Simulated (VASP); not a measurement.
# Si2IrPd2 (P4/mmm) in VASP: notebook

Runs on Si2IrPd2. Level: PBE. Tasks: single point, relaxation of cell and atoms.

Everything below comes from runs of VASP 6.6.1. Logs are shortened: lines on timing, memory, paths and dates and some standing lists are left out, and cuts for length are marked.

## (1) The cell of the first run

It takes space group P4/mmm (No. 123, tetragonal). The conventional cell has a = 3.791 Å, b = 3.791 Å, c = 5.374 Å, α = 90.00°, β = 90.00°, γ = 90.00°. Within 3.1 Å of Si (site symmetry mmm) lie 4 Pd at 2.37 Å and 4 Si at 2.68 Å. Pd (site symmetry 4mm) has 4 Si at 2.37 Å and 2 Pd at 2.53 to 2.85 Å and 4 Ir at 2.96 Å within 3.1 Å. Ir (site symmetry 4/mmm) has 8 Pd at 2.96 Å and 8 Si at 3.29 Å and 4 Ir at 3.79 Å within 3.9 Å.

The cell was built from a structure type or drawn by symmetry, and may not be a known phase.

## (2) Single point, PBE

The input, INCAR:

```
PREC = Accurate ; ENCUT = 500
EDIFF = 1E-6 ; ISMEAR = 0
SIGMA = 0.1 ; LREAL = False
LASPH = True ; NELM = 120
ALGO = Normal ; ISIF = 2
LWAVE = False ; LCHARG = False
GGA = PE ; NBANDS = 26
GGA_COMPAT = False
```

The input, KPOINTS:

```
Automatic mesh
0
Gamma
  4 4 4
```

The input, POSCAR:

```
Si2IrPd2
1.0
    3.7905653198      0.0000000000      0.0000000000
    0.0000000000      3.7905653198      0.0000000000
    0.0000000000      0.0000000000      5.3737872990
Si Pd Ir
2 2 1
Direct
    0.0000000000      0.5000000000      0.5000000000
    0.5000000000      0.0000000000      0.5000000000
    0.0000000000      0.0000000000      0.7650318117
    0.0000000000      0.0000000000      0.2349681883
    0.5000000000      0.5000000000      0.0000000000
```

Potentials or basis: VASP PAW PBE potentials, release 64 (Si, Pd, Ir).

Run with:

```console
> cat potpaw_PBE.64/Si/POTCAR potpaw_PBE.64/Pd/POTCAR potpaw_PBE.64/Ir/POTCAR > POTCAR
> mpirun -np 1 vasp_std > vasp.out
```

OUTCAR:

```text
PREC = Accurate
   ENCUT = 500
   EDIFF = 1E-6
   ISMEAR = 0
   LREAL = False
   LASPH = True
   NELM = 120
   ISIF = 2
   GGA = PE

 ion  position               nearest neighbor table
   1  0.000  0.500  0.500-   3 2.37   4 2.37   3 2.37   4 2.37   2 2.68   2 2.68   2 2.68   2 2.68

   2  0.500  0.000  0.500-   3 2.37   4 2.37   3 2.37   4 2.37   1 2.68   1 2.68   1 2.68   1 2.68

   3  0.000  0.000  0.765-   1 2.37   2 2.37   1 2.37   2 2.37   4 2.53   4 2.85   5 2.96   5 2.96
                             5 2.96   5 2.96
   4  0.000  0.000  0.235-   1 2.37   2 2.37   1 2.37   2 2.37   3 2.53   3 2.85   5 2.96   5 2.96
                             5 2.96   5 2.96
   5  0.500  0.500  0.000-   3 2.96   4 2.96   3 2.96   4 2.96   3 2.96   4 2.96   3 2.96   4 2.96

  LATTYP: Found a simple tetragonal cell.
 ALAT       =     3.7905653198
 C/A-ratio  =     1.4176743693

  Lattice vectors:

 A1 = (   3.7905653198,   0.0000000000,   0.0000000000)
 A2 = (   0.0000000000,   3.7905653198,   0.0000000000)
 A3 = (   0.0000000000,   0.0000000000,   5.3737872990)

Analysis of symmetry for initial positions (statically):
=====================================================================
 Subroutine PRICEL returns:
 Original cell was already a primitive cell.

 Routine SETGRP: Setting up the symmetry group for a
 simple tetragonal supercell.

 Subroutine GETGRP returns: Found 16 space group operations
 (whereof 16 operations were pure point group operations)
 out of a pool of 16 trial point group operations.

The static configuration has the point symmetry D_4h.

Analysis of symmetry for dynamics (positions and initial velocities):
=====================================================================
 Subroutine PRICEL returns:
 Original cell was already a primitive cell.

 Routine SETGRP: Setting up the symmetry group for a
 simple tetragonal supercell.

 Subroutine GETGRP returns: Found 16 space group operations
 (whereof 16 operations were pure point group operations)
 out of a pool of 16 trial point group operations.

The dynamic configuration has the point symmetry D_4h.

 Subroutine INISYM returns: Found 16 space group operations
 (whereof 16 operations are pure point group operations),
 and found     1 'primitive' translations

----------------------------------------------------------------------------------------

                                     Primitive cell

  volume of cell :      77.2126

  direct lattice vectors                    reciprocal lattice vectors
     3.790565320  0.000000000  0.000000000     0.263812892  0.000000000  0.000000000
     0.000000000  3.790565320  0.000000000     0.000000000  0.263812892  0.000000000
     0.000000000  0.000000000  5.373787299     0.000000000  0.000000000  0.186088497

  length of vectors
     3.790565320  3.790565320  5.373787299     0.263812892  0.263812892  0.186088497

  position of ions in fractional coordinates (direct lattice)
     0.000000000  0.500000000  0.500000000
     0.500000000  0.000000000  0.500000000
     0.000000000  0.000000000  0.765031812
     0.000000000  0.000000000  0.234968188
     0.500000000  0.500000000  0.000000000

  ion indices of the primitive-cell ions
   primitive index   ion index
                 1           1
                 2           2
                 3           3
                 4           4
                 5           5

----------------------------------------------------------------------------------------

 KPOINTS: Automatic mesh

Automatic generation of k-mesh.
 Grid dimensions read from file:
 generate k-points for:    4    4    4

 Generating k-lattice:

  Cartesian coordinates                     Fractional coordinates (reciprocal lattice)
     0.065953223  0.000000000  0.000000000     0.250000000  0.000000000  0.000000000
     0.000000000  0.065953223  0.000000000     0.000000000  0.250000000  0.000000000
     0.000000000  0.000000000  0.046522124     0.000000000  0.000000000  0.250000000

  Length of vectors
     0.065953223  0.065953223  0.046522124

  Shift w.r.t. Gamma in fractional coordinates (k-lattice)
     0.000000000  0.000000000  0.000000000

 Subroutine IBZKPT returns following result:
 ===========================================

 Found     18 irreducible k-points:

 Following reciprocal coordinates:
            Coordinates               Weight
  0.000000  0.000000  0.000000      1.000000
  0.250000  0.000000  0.000000      4.000000
  0.500000  0.000000  0.000000      2.000000
  0.250000  0.250000  0.000000      4.000000
  0.500000  0.250000  0.000000      4.000000
  0.500000  0.500000  0.000000      1.000000
[... 10 lines left out ...]
  0.500000  0.250000  0.500000      4.000000
  0.500000  0.500000  0.500000      1.000000
   k-points           NKPTS =     18   k-points in BZ     NKDIM =     18   number of bands    NBANDS=     26
   number of dos      NEDOS =    301   number of ions     NIONS =      5
   total plane-waves  NPLWV =  31360
   dimension x,y,z NGX =    28 NGY =   28 NGZ =   40
   dimension x,y,z NGXF=    56 NGYF=   56 NGZF=   80
   ions per type =               2   2   1
   NGX,Y,Z   is equivalent  to a cutoff of  12.28, 12.28, 12.37 a.u.
   NGXF,Y,Z  is equivalent  to a cutoff of  24.56, 24.56, 24.75 a.u.
 SYSTEM =  unknown system
   PREC   = accura    normal or accurate (medium, high low for compatibility)
   ISTART =      0    job   : 0-new  1-cont  2-samecut
   ICHARG =      2    charge: 1-file 2-atom 10-const
   ISPIN  =      1    spin polarized calculation?
   LNONCOLLINEAR =      F non collinear calculations
   LSORBIT =      F    spin-orbit coupling
   LASPH  =      T    aspherical Exc in radial PAW
   ENCUT  =  500.0 eV  36.75 Ry    6.06 a.u.   6.91  6.91  9.80*2*pi/ulx,y,z
   NELM   =    120;   NELMIN=  2; NELMDL= -5     # of ELM steps
   EDIFF  = 0.1E-05   stopping-criterion for ELM
   LREAL  =      F    real-space projection
   EDIFFG = 0.1E-04   stopping-criterion for IOM
   NSW    =      0    number of steps for IOM
   IBRION =     -1    ionic relax: 0-MD 1-quasi-New 2-CG
   NFREE  =      0    steps in history (QN), initial steepest desc. (CG)
   ISIF   =      2    stress and relaxation
   ISYM   =      2    0-nonsym 1-usesym 2-fastsym
   POTIM  = 0.5000    time-step for ionic-motion
   TEBEG  =    0.0;   TEEND  =   0.0 temperature during run
   PSTRESS=    0.0 pullay stress
   NELECT =      37.0000    total number of electrons
   NUPDOWN=      -1.0000    fix difference up-down
   EMIN   =  10.00;   EMAX   =-10.00  energy-range for DOS
   EFERMI =   0.00;   METHOD = LEGACY
   ISMEAR =     0;   SIGMA  =   0.10  broadening in eV -4-tet -1-fermi 0-gaus
   EFERMI_NEDOS =   21; number of points for ismear=-14 and -15
   IALGO  =     38    algorithm
   IMIX   =      4    mixing-type and parameters
     AMIX     =   0.40;   BMIX     =  1.00
     AMIX_MAG =   1.60;   BMIX_MAG =  1.00
  volume/ion in A,a.u.               =      15.44       104.21
  Fermi-wavevector in a.u.,A,eV,Ry     =   1.281089  2.420907 22.329728  1.641189
  Thomas-Fermi vector in A             =   2.413479
   LORBIT       =      0    0 simple, 1 ext, 2 COOP (PROOUT), +10 PAW based schemes
   GGA     = PE    functional components
   LHFCALC =     F    Hartree Fock is set to
   AEXX    =    0.0000 exact exchange contribution
   IVDW    =     0    specifies the selected vdW correction
   LEPSILON=     F    determine dielectric tensor
   LRPA    =     F    only Hartree local field effects (RPA)
 non-spin polarized calculation
 Gauss-broadening in eV      SIGMA  =   0.10
  energy-cutoff  :      500.00
  volume of cell :       77.21
 maximum number of plane-waves:      1984
 NGX is ok and might be reduce to    28
   NGX = 13   NGY = 13   NGZ = 19

 number of electron      36.9999997 magnetization

 Free energy of the ion-electron system (eV)
  ---------------------------------------------------
  ext. energy  EPLUGINS =         0.00000000
  ---------------------------------------------------
  free energy    TOTEN  =       -28.89020536 eV

  energy without entropy =      -28.88317955  energy(sigma->0) =      -28.88669246

 E-fermi :   9.3460     XC(G=0): -12.1374

 val. band max:        9.3163928016   @ k =   0.0000   0.0000   0.2500
 cond. band min:       9.3643050251   @ k =   0.0000   0.0000   0.5000
 fundamental gap:      0.0479122235
 Fermi energy:         9.3460247528

 k-point     1 :       0.0000    0.0000    0.0000
  band No.  band energies     occupation
      1      -3.1592      2.00000
      2       2.4470      2.00000
      3       2.7875      2.00000
      4       2.7875      2.00000
      5       3.2196      2.00000
      6       3.3994      2.00000
[... 18 lines left out ...]
     25      15.4752      0.00000
     26      16.9968      0.00000

 k-point     2 :       0.2500    0.0000    0.0000
  band No.  band energies     occupation
      1      -2.5791      2.00000
      2       1.0248      2.00000
      3       2.8911      2.00000
      4       3.1607      2.00000
      5       3.5798      2.00000
      6       3.6178      2.00000
[... 18 lines left out ...]
     25      14.3977      0.00000
     26      15.4696      0.00000

 k-point     3 :       0.5000    0.0000    0.0000
  band No.  band energies     occupation
      1      -1.0912      2.00000
      2      -0.9128      2.00000
      3       3.0391      2.00000
      4       3.3711      2.00000
      5       3.6598      2.00000
      6       3.8933      2.00000
[... 398 lines left out ...]
 k-point    17 :       0.5000    0.2500    0.5000
  band No.  band energies     occupation
      1      -0.4655      2.00000
      2      -0.3715      2.00000
      3       2.7796      2.00000
      4       3.5801      2.00000
      5       4.2761      2.00000
      6       4.3275      2.00000
[... 18 lines left out ...]
     25      14.7598      0.00000
     26      16.2728      0.00000

 k-point    18 :       0.5000    0.5000    0.5000
  band No.  band energies     occupation
      1       0.2427      2.00000
      2       0.2427      2.00000
      3       1.8836      2.00000
      4       2.5421      2.00000
      5       4.1271      2.00000
      6       4.6389      2.00000
[... 18 lines left out ...]
     25      17.4980      0.00000
     26      18.2248      0.00000

------------------------ aborting loop because EDIFF is reached ----------------------------------------

  FORCE on cell =-STRESS in cart. coord.  units (eV):
  Direction    XX          YY          ZZ          XY          YZ          ZX
  --------------------------------------------------------------------------------------
  -------------------------------------------------------------------------------------
  Total        0.1042523      0.1042523      0.0995742      0.0000000      0.0000000     -0.0000000
  in kB        2.1632559      2.1632559      2.0661839      0.0000000      0.0000000     -0.0000000
  external PRESSURE =       2.1308986 kB  Pullay stress =       0.0000000 kB

 VOLUME and BASIS-vectors are now :
 -----------------------------------------------------------------------------
  energy-cutoff  :      500.00
  volume of cell :       77.21
      direct lattice vectors                 reciprocal lattice vectors
     3.790565320  0.000000000  0.000000000     0.263812892  0.000000000  0.000000000
     0.000000000  3.790565320  0.000000000     0.000000000  0.263812892  0.000000000
     0.000000000  0.000000000  5.373787299     0.000000000  0.000000000  0.186088497

 POSITION                                       TOTAL-FORCE (eV/Angst)
 -----------------------------------------------------------------------------------
      0.00000      1.89528      2.68689        -0.000000     -0.000000      0.000000
      1.89528      0.00000      2.68689        -0.000000     -0.000000      0.000000
      0.00000      0.00000      4.11112         0.000000     -0.000000      0.081272
      0.00000      0.00000      1.26267        -0.000000      0.000000     -0.081272
      1.89528      1.89528      0.00000        -0.000000     -0.000000      0.000000
 -----------------------------------------------------------------------------------
    total drift:                               -0.000000      0.000000     -0.000000

  FREE ENERGIE OF THE ION-ELECTRON SYSTEM (eV)
  ---------------------------------------------------
  free  energy   TOTEN  =       -28.8902053635 eV

  energy  without entropy=      -28.8831795498  energy(sigma->0) =      -28.88669246
```

Wall time 67 s (1 thread of Intel Xeon 8259CL, shared host); peak memory 0.19 GiB.

Results:

* Free energy: -28.8902 eV
* Pressure: 0.2 GPa
* Largest force: 0.081 eV/Å
* Band gap on the k mesh: zero (an odd number of electrons rules out a gap without spin polarisation)

Forces on the atoms (eV/Å):
```
Si   0.000  0.000  0.000
Si   0.000  0.000  0.000
Pd   0.000  0.000  0.081
Pd   0.000  0.000 -0.081
Ir   0.000  0.000  0.000
```

Levels at points of the mesh, in eV from the Fermi level:
| k point | band 16 | band 17 | band 18 | band 19 | band 20 | band 21 | band 22 | band 23 |
| --- | --- | --- | --- | --- | --- | --- | --- | --- |
| (0.00, 0.00, 0.00) | -1.07 | -1.07 | -0.66 | -0.40 | -0.08 | 0.86 | 3.07 | 5.68 |
| (0.50, 0.00, 0.00) | -0.81 | -0.55 | -0.41 | -0.18 | 1.35 | 1.59 | 1.61 | 2.60 |
| (0.50, 0.50, 0.00) | -2.49 | -2.34 | -0.17 | 0.07 | 2.67 | 2.70 | 2.70 | 3.31 |
| (0.00, 0.00, 0.50) | -0.95 | 0.02 | 0.91 | 1.40 | 1.40 | 2.29 | 2.59 | 3.90 |
| (0.50, 0.00, 0.50) | -0.87 | -0.58 | -0.21 | -0.11 | 1.51 | 1.75 | 2.61 | 3.50 |
| (0.50, 0.50, 0.50) | -2.20 | -1.76 | -1.19 | -0.16 | 0.28 | 0.28 | 2.29 | 2.86 |

Caveat: the k points lie up to 0.41 Å⁻¹ apart, too coarse for converged energies and pressures of a metal; spin-orbit coupling is left out, which moves the levels of the heavy elements.

(Continued in part 2 of 3.)
